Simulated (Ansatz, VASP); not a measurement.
**One calculation of C, two programs**

File INCAR:

```
PREC = Accurate
ENCUT = 520
EDIFF = 1E-7
ISMEAR = 0
SIGMA = 0.02
LREAL = F
LASPH = T
NELM = 120
ALGO = Normal
ISIF = 2
LWAVE = F
LCHARG = F
GGA = PS
IBRION = 2
NSW = 60
EDIFFG = -0.002
GGA_COMPAT = F
NELMIN = 4
```

Contents of KPOINTS:

```
regular mesh
0
Gamma
  9 9 9
```

Contents of POSCAR:

```
C
1.0
    0.0249261371      1.7999061514      1.7999061514
    1.7999061514      0.0249261371      1.7999061514
    1.7999061514      1.7999061514      0.0249261371
C
2
Direct
    0.0000947630      0.0000947630      0.0000947630
    0.2499052370      0.2499052370      0.2499052370
```

Input for Ansatz:

```yaml
crystal:
  lattice:
    - [0.0249261371, 1.7999061514, 1.7999061514]
    - [1.7999061514, 0.0249261371, 1.7999061514]
    - [1.7999061514, 1.7999061514, 0.0249261371]
  atoms:
    - { symbol: C, position: [9.4763e-05, 9.4763e-05, 9.4763e-05] }
    - { symbol: C, position: [0.249905237, 0.249905237, 0.249905237] }
basis:
  ecutwfc: 420
kpoints:
  mp_grid: { grid: [9, 9, 9] }
hamiltonian:
  xc: pbesol
  pseudopotentials: { kind: paw, azcp: { folder: soft_1 } }
scf:
  occupations: { method: gaussian, width: 0.02 }
output:
  forces: true
  stress: true
  eigenvalues: true
  write_density: true
  write_potential: true
  elf: true
  volumetric_format: npy
relax:
  adjacent_minimum: "off"
  f_tol: 0.002
  max_steps: 40
```

Change from the starting cell: strained cell.

Alike in both runs: task relaxation of the atoms; functional PBEsol; k mesh 9 × 9 × 9; occupations gaussian, width 0.02 eV; no spin polarisation.

|  | VASP | Ansatz |
| --- | --- | --- |
| version | VASP 6.6.1 | Ansatz 0.2.0 |
| potentials or method | VASP PAW PBE potentials, release 64 (C), cutoff 520 eV | scalar-relativistic, plane waves, PAW |
| valence electrons in the cell | 8 | 8 |

```tsv
	VASP	Ansatz	Ansatz less VASP
gap on the k mesh at the Fermi level, each at its own relaxed structure (eV)	3.99	4.00	+0.008
```

VASP's potentials were made for PBE, not for PBEsol, and Ansatz warns of the same on its side. Ansatz's warnings: stress scf threshold loose.
